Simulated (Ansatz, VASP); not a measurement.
**Hf3Br in VASP and in Ansatz**

```xyz
4
Lattice="3.2789 0.0000 0.0000 -1.6394 2.8396 0.0000 0.0000 0.0000 9.3856" Properties=species:S:1:pos:R:3 pbc="T T T"
Hf    0.0000    0.0000    0.0000
Hf    1.6394    0.9465    6.9359
Hf    1.6394    0.9465    2.4498
Br    0.0000    0.0000    4.6928
```

Change from the starting cell: species swapped into the Co3Ir type (P-6m2, No. 187).

Alike in both runs: functional PBE; k mesh 6 × 6 × 2; occupations gaussian, width 0.1 eV; no spin polarisation.

Ansatz relaxed the structure, and its values are those at the end. VASP's run is a single point on that final structure, the one shown.

|  | VASP | Ansatz |
| --- | --- | --- |
| version | VASP 6.6.1 | Ansatz 0.2.0 |
| potentials or method | VASP PAW PBE potentials, release 64 (Hf_pv, Br), cutoff 520 eV | scalar-relativistic, plane waves, PAW |
| valence electrons in the cell | 37 | 85 |

|  | VASP | Ansatz | Ansatz less VASP |
| --- | --- | --- | --- |
| gap on the k mesh at the Fermi level (eV) | none | none | - |
| pressure (GPa) | -0.4 | 0.1 | +0.46 |
| rms of the force components (eV/Å) | 0.004 | 0.004 | +0.0006 |

A gap of «none» marks a metal or a gap that the smearing closes. VASP's potentials hold 37 valence electrons a cell and Ansatz's 85, so a difference there can come from the potentials and not from the codes.

The k mesh is coarse, so the values compare programs but aren't converged. Spin-orbit coupling is off throughout.
